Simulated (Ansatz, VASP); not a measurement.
One calculation of C, two programs

```xyz
8
Lattice="-2.4206 1.9940 2.4301 2.2172 -2.1789 2.4116 2.5440 2.3022 -2.6150" Properties=species:S:1:pos:R:3 pbc="T T T"
C    -0.8573    0.5015    0.7808
C     1.6877    1.4132    1.5565
C     0.6627   -0.6473    0.8067
C     0.7396    0.6170   -0.8650
C     1.6813   -1.4282    1.6231
C     0.7008    0.8366    0.6785
C    -1.7747    1.3849    1.5566
C     1.8412    1.5569   -1.6837
```

Change from the starting cell: all atoms moved at random (sigma 0.1 Å a component), cell strained at random (sigma 0.05).

Alike in both runs: task single point; functional r2SCAN; k mesh 8 × 8 × 8; occupations gaussian, width 0.05 eV; no spin polarisation.

```csv
,VASP,Ansatz
version,VASP 6.6.1,Ansatz 0.2.0
potentials or method,"VASP PAW PBE potentials, release 64 (C), cutoff 520 eV","scalar-relativistic, plane waves, PAW"
valence electrons in the cell,32,32
```

|  | VASP | Ansatz | Ansatz less VASP |
| --- | --- | --- | --- |
| gap on the k mesh at the Fermi level (eV) | none | none | - |
| pressure (GPa) | 108.3 | 106.3 | -1.91 |
| traceless stress, the component that is largest in VASP (GPa) | -79.60 | -78.75 | +0.845 |
| rms of the force components (eV/Å) | 9.055 | 8.942 | -0.1125 |

VASP's potentials were made for PBE, not for r2SCAN. Atom by atom the forces differ by 0.130 eV/Å (rms over components). A gap of «none» marks a metal or a gap that the smearing closes. Both programs put the cell under a high pressure, so it lies far from rest at this level. The functional is the same, so the differences come from potentials, cutoffs and numerics.

Noted on VASP's run: the cell as given lies far from equilibrium.
